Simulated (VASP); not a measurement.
# WS2 in VASP: single point with PBE+D3(BJ)

Aim: the single point of WS2 with PBE+D3(BJ).

Program: VASP 6.6.1. These are calculated values, not measurements. Logs are shortened: lines on timing, memory, paths and dates and some standing lists are left out, and cuts for length are marked.

## 1. The cell of the first run

The cell holds a slab with vacuum, 6 atoms: a = 3.160 Å, b = 5.473 Å, c = 16.940 Å, α = 90.00°, β = 90.00°, γ = 90.00°.

## 2. Single point, PBE+D3(BJ) (atoms displaced along several vibrational modes)

Input file INCAR:

```
ALGO     = Normal         # electronic algorithm
EDIFF    = 1E-7           # SCF threshold, eV
ENCUT    = 520            # plane-wave cutoff, eV
GGA      = PE             # functional
ISIF     = 2              # what is computed and relaxed
ISMEAR   = 0              # smearing method
IVDW     = 12             # dispersion correction
LASPH    = T              # aspherical terms in the spheres
LCHARG   = T              # write CHGCAR
LELF     = T              # ELF
LREAL    = F              # projectors in reciprocal space
LVHAR    = T            
LWAVE    = F              # write WAVECAR
NBANDS   = 35             # bands
NELM     = 100            # most SCF steps
PREC     = Accurate       # precision mode
SIGMA    = 0.05           # smearing width, eV
```

Input file KPOINTS:

```
k-points
0
Gamma
  8 6 2
```

Input file POSCAR:

```
WS2
1.0
    3.1598870963      0.0000000000      0.0000000000
    0.0000000000      5.4730849970      0.0000000000
    0.0000000000      0.0000000000     16.9398491420
W S
2 4
Direct
   -0.0061711066      0.3333333333     -0.0043093654
    0.5061711066      0.8333333333      0.0043093654
    0.4942715091      0.1576979409      0.9051184131
    0.0057284909      0.6756353925      0.9088114301
    0.4942715091      0.1756353925      0.0911885699
    0.0057284909      0.6576979409      0.0948815869
```

Potentials or basis: VASP PAW PBE potentials, release 64 (W_sv, S).

Started as:

```sh
$ cat potpaw_PBE.64/W_sv/POTCAR potpaw_PBE.64/S/POTCAR > POTCAR
$ mpirun -np 1 vasp_std > vasp.out
```

OUTCAR:

```text
EDIFF = 1E-7
   ENCUT = 520
   GGA = PE
   ISIF = 2
   ISMEAR = 0
   IVDW = 12
   LASPH = T
   LREAL = F
   NELM = 100
   PREC = Accurate
 IVDW          = 12

 ion  position               nearest neighbor table
   1  0.994  0.333  0.996-   4 2.38   3 2.40   3 2.40   5 2.42   5 2.42   6 2.44   2 3.14   2 3.14
                             2 3.18   2 3.18
   2  0.506  0.833  0.004-   5 2.38   6 2.40   6 2.40   4 2.42   4 2.42   3 2.44   1 3.14   1 3.14
                             1 3.18   1 3.18
   3  0.494  0.158  0.905-   1 2.40   1 2.40   2 2.44
   4  0.006  0.676  0.909-   1 2.38   2 2.42   2 2.42
   5  0.494  0.176  0.091-   2 2.38   1 2.42   1 2.42
   6  0.006  0.658  0.095-   2 2.40   2 2.40   1 2.44

  LATTYP: Found a simple orthorhombic cell.
 ALAT       =     3.1598870963
 B/A-ratio  =     1.7320508076
 C/A-ratio  =     5.3609032936

  Lattice vectors:

 A1 = (   3.1598870963,   0.0000000000,   0.0000000000)
 A2 = (   0.0000000000,   5.4730849970,   0.0000000000)
 A3 = (   0.0000000000,   0.0000000000,  16.9398491420)

Analysis of symmetry for initial positions (statically):
=====================================================================
 Subroutine PRICEL returns:
 Original cell was already a primitive cell.

 Routine SETGRP: Setting up the symmetry group for a
 simple orthorhombic supercell.

 Subroutine GETGRP returns: Found  2 space group operations
 (whereof  1 operations were pure point group operations)
 out of a pool of  8 trial point group operations.

The static configuration has the point symmetry C_1 .
 The point group associated with its full space group is C_2 .

Analysis of symmetry for dynamics (positions and initial velocities):
=====================================================================
 Subroutine PRICEL returns:
 Original cell was already a primitive cell.

 Routine SETGRP: Setting up the symmetry group for a
 simple orthorhombic supercell.

 Subroutine GETGRP returns: Found  2 space group operations
 (whereof  1 operations were pure point group operations)
 out of a pool of  8 trial point group operations.

The dynamic configuration has the point symmetry C_1 .
 The point group associated with its full space group is C_2 .

 Subroutine INISYM returns: Found  2 space group operations
 (whereof  1 operations are pure point group operations),
 and found     1 'primitive' translations

----------------------------------------------------------------------------------------

                                     Primitive cell

  volume of cell :     292.9634

  direct lattice vectors                    reciprocal lattice vectors
     3.159887096  0.000000000  0.000000000     0.316467003  0.000000000  0.000000000
     0.000000000  5.473084997  0.000000000     0.000000000  0.182712310  0.000000000
     0.000000000  0.000000000 16.939849142     0.000000000  0.000000000  0.059032403

  length of vectors
     3.159887096  5.473084997 16.939849142     0.316467003  0.182712310  0.059032403

  position of ions in fractional coordinates (direct lattice)
     0.993828893  0.333333333  0.995690635
     0.506171107  0.833333333  0.004309365
     0.494271509  0.157697941  0.905118413
     0.005728491  0.675635392  0.908811430
     0.494271509  0.175635392  0.091188570
     0.005728491  0.657697941  0.094881587

  ion indices of the primitive-cell ions
   primitive index   ion index
                 1           1
                 2           2
                 3           3
                 4           4
                 5           5
                 6           6

----------------------------------------------------------------------------------------

 KPOINTS: k-points

Automatic generation of k-mesh.
 Grid dimensions read from file:
 generate k-points for:    8    6    2

 Generating k-lattice:

  Cartesian coordinates                     Fractional coordinates (reciprocal lattice)
     0.039558375  0.000000000  0.000000000     0.125000000  0.000000000  0.000000000
     0.000000000  0.030452052  0.000000000     0.000000000  0.166666667  0.000000000
     0.000000000  0.000000000  0.029516201     0.000000000  0.000000000  0.500000000

  Length of vectors
     0.039558375  0.030452052  0.029516201

  Shift w.r.t. Gamma in fractional coordinates (k-lattice)
     0.000000000  0.000000000  0.000000000

 Subroutine IBZKPT returns following result:
 ===========================================

 Found     40 irreducible k-points:

 Following reciprocal coordinates:
            Coordinates               Weight
  0.000000  0.000000  0.000000      1.000000
  0.125000  0.000000  0.000000      2.000000
  0.250000  0.000000  0.000000      2.000000
  0.375000  0.000000  0.000000      2.000000
  0.500000  0.000000  0.000000      1.000000
  0.000000  0.166667  0.000000      2.000000
[... 16 lines left out ...]
  0.250000  0.000000  0.500000      2.000000
  0.375000  0.000000  0.500000      2.000000
 [... further k-points ...]
   k-points           NKPTS =     40   k-points in BZ     NKDIM =     40   number of bands    NBANDS=     35
   number of dos      NEDOS =    301   number of ions     NIONS =      6
   total plane-waves  NPLWV = 127008
   dimension x,y,z NGX =    24 NGY =   42 NGZ =  126
   dimension x,y,z NGXF=    48 NGYF=   84 NGZF=  252
   ions per type =               2   4
   NGX,Y,Z   is equivalent  to a cutoff of  12.63, 12.76, 12.37 a.u.
   NGXF,Y,Z  is equivalent  to a cutoff of  25.25, 25.52, 24.73 a.u.
 SYSTEM =  unknown system
   PREC   = accura    normal or accurate (medium, high low for compatibility)
   ISTART =      0    job   : 0-new  1-cont  2-samecut
   ICHARG =      2    charge: 1-file 2-atom 10-const
   ISPIN  =      1    spin polarized calculation?
   LNONCOLLINEAR =      F non collinear calculations
   LSORBIT =      F    spin-orbit coupling
   LASPH  =      T    aspherical Exc in radial PAW
   ENCUT  =  520.0 eV  38.22 Ry    6.18 a.u.   5.88 10.18 31.50*2*pi/ulx,y,z
   NELM   =    100;   NELMIN=  2; NELMDL= -5     # of ELM steps
   EDIFF  = 0.1E-06   stopping-criterion for ELM
   LREAL  =      F    real-space projection
   EDIFFG = 0.1E-05   stopping-criterion for IOM
   NSW    =      0    number of steps for IOM
   IBRION =     -1    ionic relax: 0-MD 1-quasi-New 2-CG
   NFREE  =      0    steps in history (QN), initial steepest desc. (CG)
   ISIF   =      2    stress and relaxation
   ISYM   =      2    0-nonsym 1-usesym 2-fastsym
   POTIM  = 0.5000    time-step for ionic-motion
   TEBEG  =    0.0;   TEEND  =   0.0 temperature during run
   PSTRESS=    0.0 pullay stress
   NELECT =      52.0000    total number of electrons
   NUPDOWN=      -1.0000    fix difference up-down
   EMIN   =  10.00;   EMAX   =-10.00  energy-range for DOS
   EFERMI =   0.00;   METHOD = LEGACY
   ISMEAR =     0;   SIGMA  =   0.05  broadening in eV -4-tet -1-fermi 0-gaus
   EFERMI_NEDOS =   21; number of points for ismear=-14 and -15
   IALGO  =     38    algorithm
   IMIX   =      4    mixing-type and parameters
     AMIX     =   0.40;   BMIX     =  1.00
     AMIX_MAG =   1.60;   BMIX_MAG =  1.00
  volume/ion in A,a.u.               =      48.83       329.50
  Fermi-wavevector in a.u.,A,eV,Ry     =   0.920036  1.738616 11.516874  0.846466
  Thomas-Fermi vector in A             =   2.045297
   LORBIT       =      0    0 simple, 1 ext, 2 COOP (PROOUT), +10 PAW based schemes
   GGA     = PE    functional components
   LHFCALC =     F    Hartree Fock is set to
   AEXX    =    0.0000 exact exchange contribution
   IVDW    =    12    specifies the selected vdW correction
   LEPSILON=     F    determine dielectric tensor
   LRPA    =     F    only Hartree local field effects (RPA)
 non-spin polarized calculation
 Gauss-broadening in eV      SIGMA  =   0.05
  energy-cutoff  :      520.00
  volume of cell :      292.96
 maximum number of plane-waves:      7972
 NGX is ok and might be reduce to    24
   NGX = 11   NGY = 21   NGZ = 63

 number of electron      52.0000000 magnetization

 Free energy of the ion-electron system (eV)
  ---------------------------------------------------
  ext. energy  EPLUGINS =         0.00000000
  ---------------------------------------------------
  free energy    TOTEN  =       -47.23947756 eV

  energy without entropy =      -47.23947756  energy(sigma->0) =      -47.23947756

 E-fermi :  -0.8686     XC(G=0):  -4.5833

 val. band max:       -1.1222343783   @ k =   0.3750   0.0000   0.5000
 cond. band min:       0.8752357673   @ k =   0.3750   0.0000   0.0000
 fundamental gap:      1.9974701456
 Fermi energy:        -0.8685745820

 k-point     1 :       0.0000    0.0000    0.0000
  band No.  band energies     occupation
      1     -75.1118      2.00000
      2     -75.0936      2.00000
      3     -39.5429      2.00000
      4     -39.3622      2.00000
      5     -39.2982      2.00000
      6     -39.2724      2.00000
[... 27 lines left out ...]
     34       3.6151      0.00000
     35       3.8563      0.00000

 k-point     2 :       0.1250    0.0000    0.0000
  band No.  band energies     occupation
      1     -75.1098      2.00000
      2     -75.0929      2.00000
      3     -39.5265      2.00000
      4     -39.3551      2.00000
      5     -39.3051      2.00000
      6     -39.2959      2.00000
[... 27 lines left out ...]
     34       3.4856      0.00000
     35       4.2413      0.00000

 k-point     3 :       0.2500    0.0000    0.0000
  band No.  band energies     occupation
      1     -75.1046      2.00000
      2     -75.0916      2.00000
      3     -39.4824      2.00000
      4     -39.3819      2.00000
      5     -39.3359      2.00000
      6     -39.3267      2.00000
[... 27 lines left out ...]
     34       4.3034      0.00000
     35       4.9531      0.00000

 k-point     4 :       0.3750    0.0000    0.0000
  band No.  band energies     occupation
      1     -75.0984      2.00000
      2     -75.0912      2.00000
      3     -39.4634      2.00000
      4     -39.4287      2.00000
      5     -39.4069      2.00000
      6     -39.3140      2.00000
[... 27 lines left out ...]
     34       4.4568      0.00000
     35       5.4594      0.00000

 k-point     5 :       0.5000    0.0000    0.0000
  band No.  band energies     occupation
      1     -75.0943      2.00000
      2     -75.0927      2.00000
      3     -39.4805      2.00000
      4     -39.4773      2.00000
      5     -39.3526      2.00000
      6     -39.3302      2.00000
[... 638 lines left out ...]
 k-point    22 :       0.1250    0.0000    0.5000
  band No.  band energies     occupation
      1     -75.1098      2.00000
      2     -75.0929      2.00000
      3     -39.5265      2.00000
      4     -39.3551      2.00000
      5     -39.3051      2.00000
      6     -39.2959      2.00000
[... 27 lines left out ...]
     34       3.4859      0.00000
     35       4.3119      0.00000

 k-point    23 :       0.2500    0.0000    0.5000
  band No.  band energies     occupation
      1     -75.1046      2.00000
      2     -75.0916      2.00000
      3     -39.4824      2.00000
      4     -39.3819      2.00000
      5     -39.3359      2.00000
      6     -39.3267      2.00000
[... 27 lines left out ...]
     34       4.3035      0.00000
     35       4.9899      0.00000

 k-point    24 :       0.3750    0.0000    0.5000
  band No.  band energies     occupation
      1     -75.0984      2.00000
      2     -75.0912      2.00000
      3     -39.4634      2.00000
      4     -39.4287      2.00000
      5     -39.4069      2.00000
      6     -39.3140      2.00000
[... 27 lines left out ...]
     34       4.4568      0.00000
     35       5.4584      0.00000

 [... further k-points ...]

------------------------ aborting loop because EDIFF is reached ----------------------------------------

 Edisp (eV)   -1.86362

 E8    (eV) :    -0.8364

  FORCE on cell =-STRESS in cart. coord.  units (eV):
  Direction    XX          YY          ZZ          XY          YZ          ZX
  --------------------------------------------------------------------------------------
  -------------------------------------------------------------------------------------
  Total      -0.08356     0.28136    -0.38754     0.00000     0.00000    -0.04652
  in kB      -0.45698     1.53871    -2.11943     0.00000     0.00000    -0.25440
  external pressure =       -0.35 kB  Pullay stress =        0.00 kB

 VOLUME and BASIS-vectors are now :
 -----------------------------------------------------------------------------
  energy-cutoff  :      520.00
  volume of cell :      292.96
      direct lattice vectors                 reciprocal lattice vectors
     3.159887096  0.000000000  0.000000000     0.316467003  0.000000000  0.000000000
     0.000000000  5.473084997  0.000000000     0.000000000  0.182712310  0.000000000
     0.000000000  0.000000000 16.939849142     0.000000000  0.000000000  0.059032403

 POSITION                                       TOTAL-FORCE (eV/Angst)
 -----------------------------------------------------------------------------------
      3.14039      1.82436     16.86685         0.220805     -0.005067      0.987617
      1.59944      4.56090      0.07300        -0.220805     -0.005067     -0.987617
      1.56184      0.86309     15.33257         0.038779      0.125101      0.096120
      0.01810      3.69781     15.39513        -0.035721     -0.120034     -0.047650
      1.56184      0.96127      1.54472         0.035721     -0.120034      0.047650
      0.01810      3.59964      1.60728        -0.038779      0.125101     -0.096120
 -----------------------------------------------------------------------------------
    total drift:                                0.000000      0.000027     -0.000000

  FREE ENERGIE OF THE ION-ELECTRON SYSTEM (eV)
  ---------------------------------------------------
  free  energy   TOTEN  =       -49.1030955314 eV

  energy  without entropy=      -49.1030955314  energy(sigma->0) =      -49.10309553
```

Run time: 17 min. Hardware: 1 thread of Intel Xeon 8259CL, shared host; peak memory 0.56 GiB.

What came out:

```
Free energy                : -49.1031 eV
Largest force              : 1.012 eV/Å
Band gap on the k mesh     : 2.00 eV
Dispersion energy per atom : -0.311 eV
```

Forces in eV/Å, atoms in the order of the input:
```
W    0.221 -0.005  0.988
W   -0.221 -0.005 -0.988
S    0.039  0.125  0.096
S   -0.036 -0.120 -0.048
S    0.036 -0.120  0.048
S   -0.039  0.125 -0.096
```

Caveat: the cell differs from its parent crystal (atoms displaced along several vibrational modes); there is no dipole correction, which matters where the two faces differ; spin-orbit coupling is left out, which moves the levels of the heavy elements.
